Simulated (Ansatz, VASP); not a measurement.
**Two plane-wave programs on Al**

```
Al
1.0
     2.81246    0.00000   -0.07031
    -1.40623    2.43566    0.03516
    -0.12167    0.00000    4.86685
Al
2
Cartesian
  1.3150 0.8119 3.6150
  -0.0304 1.6238 1.2167
```

Change from the starting cell: strain -0.0500 x Voigt [0, 0, 0, 0, 1, 0], atoms carried along.

Alike in both runs: task single point; functional PBEsol; dispersion D3(BJ); k mesh 18 × 18 × 10; occupations gaussian, width 0.15 eV; no spin polarisation.

|  | VASP | Ansatz |
| --- | --- | --- |
| version | VASP 6.6.1 | Ansatz 0.2.0 |
| potentials or method | VASP PAW PBE potentials, release 64 (Al), cutoff 520 eV | scalar-relativistic, plane waves, PAW |
| valence electrons in the cell | 6 | 6 |

Ansatz gave:

- gap on the k mesh at the Fermi level (eV): none
- pressure (GPa): -4.3
- traceless stress, the component that is largest in VASP (GPa): -1.34
- rms of the force components (eV/Å): 0.009

Task: What did VASP give for the same quantities?

Result: gap on the k mesh at the Fermi level (eV): none; pressure (GPa): -4.3; traceless stress, the component that is largest in VASP (GPa): -1.35; rms of the force components (eV/Å): 0.009.

VASP's potentials were made for PBE, not for PBEsol. Atom by atom the forces differ by 0.000 eV/Å (rms over components). A gap of «none» marks a metal or a gap that the smearing closes.
